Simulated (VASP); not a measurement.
A run of VASP 6.6.1 is set up as follows.

Contents of INCAR:

```
PREC = Accurate ; ENCUT = 600
EDIFF = 1E-6 ; ISMEAR = 0
SIGMA = 0.05 ; LREAL = False
LASPH = True ; NELM = 100
ALGO = Normal ; ISIF = 3
LWAVE = False ; LCHARG = False
GGA = PE ; IBRION = 2
NSW = 80 ; EDIFFG = -0.01
```

File KPOINTS:

```
Automatic mesh
0
Gamma
  16 16 10
```

File POSCAR:

```
Nb
1.0
    2.9397616552      0.0000000000      0.0000000000
   -1.4698808276      2.5459082745      0.0000000000
    0.0000000000      0.0000000000      4.8016107035
Nb
2
Direct
    0.3333333333      0.6666666667      0.7500000000
    0.6666666667      0.3333333333      0.2500000000
```

Potentials or basis: VASP PAW PBE potentials, release 64 (Nb_sv).

Run with:

```sh
$ cat potpaw_PBE.64/Nb_sv/POTCAR > POTCAR
$ mpirun -np 1 vasp_std > vasp.out
```

Estimate the relaxed cell.

a = 2.869 Å, b = 2.869 Å, c = 5.224 Å, α = 90.00°, β = 90.00°, γ = 120.00°.

Predict the band gap on the k mesh.

zero (band 13 reaches 13.14 eV, above the bottom of band 14 at 10.33 eV).

Estimate the relaxed volume.

18.62 Å³/atom.

Predict the space group after relaxing (to 0.05 Å).

P6_3/mmc (No. 194).

The path:
| step | energy change (eV) | largest force (eV/Å) | pressure (GPa) | volume (Å³) |
| --- | --- | --- | --- | --- |
| 1 | 0.0000 | 0.0000 | 6.17 | 35.94 |
| 2 | -0.0155 | 0.0000 | -9.20 | 39.63 |
| 3 | -0.0535 | 0.0000 | -2.85 | 37.92 |
| 4 | -0.1214 | 0.0000 | -3.61 | 38.09 |
| 5 | -0.1231 | 0.0000 | -3.55 | 38.11 |
| 6 | -0.1091 | 0.0000 | 6.07 | 35.99 |
| 7 | -0.1329 | 0.0000 | -0.07 | 37.26 |
| 8 | -0.1329 | 0.0000 | 0.02 | 37.25 |
| 9 | -0.1329 | 0.0000 | 0.03 | 37.24 |
